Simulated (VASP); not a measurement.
Input of a VASP 6.6.1 run:

INCAR

```
SYSTEM = Sc
PREC = Accurate ; ENCUT = 500
EDIFF = 1E-7 ; ISMEAR = -1
SIGMA = 0.05 ; LREAL = .FALSE.
LASPH = .TRUE. ; NELM = 120
ALGO = Normal ; ISIF = 3
LWAVE = .FALSE. ; LCHARG = .FALSE.
GGA = PS ; IBRION = 2
NSW = 80 ; EDIFFG = -0.03
GGA_COMPAT = .FALSE. ; NELMIN = 4
```

File KPOINTS:

```
Automatic mesh
0
G
  8 8 8
  0 0 0
```

File POSCAR:

```
Sc
1.0
    0.0000000000      2.3200000000      2.3200000000
    2.3200000000      0.0000000000      2.3200000000
    2.3200000000      2.3200000000      0.0000000000
Sc
1
Direct
    0.0000000000      0.0000000000      0.0000000000
```

Potentials or basis: VASP PAW PBE potentials, release 64 (Sc_sv).

Run with:

```sh
$ cat potpaw_PBE.64/Sc_sv/POTCAR > POTCAR
$ mpirun -np 1 vasp_std > vasp.out
```

Q: What does it give for the band gap on the k mesh?

A: Zero (an odd number of electrons rules out a gap without spin polarisation).

Q: Predict the relaxed cell.

A: a = 3.217 Å, b = 3.217 Å, c = 3.217 Å, α = 60.00°, β = 60.00°, γ = 60.00°.

Q: What does it give for the relaxed volume?

A: 23.55 Å³/atom.

Q: Estimate the space group after relaxing (to 0.1 Å).

A: Fm-3m (No. 225).

Final structure:
```yaml
crystal:
  lattice:
    - [0.00000, 2.27507, 2.27507]
    - [2.27507, 0.00000, 2.27507]
    - [2.27507, 2.27507, 0.00000]
  atoms:
    - { symbol: Sc, position: [0.00000, 0.00000, 0.00000] }
```

Caveat: the PAW data sets were made with another functional, which shifts forces and pressure a little.
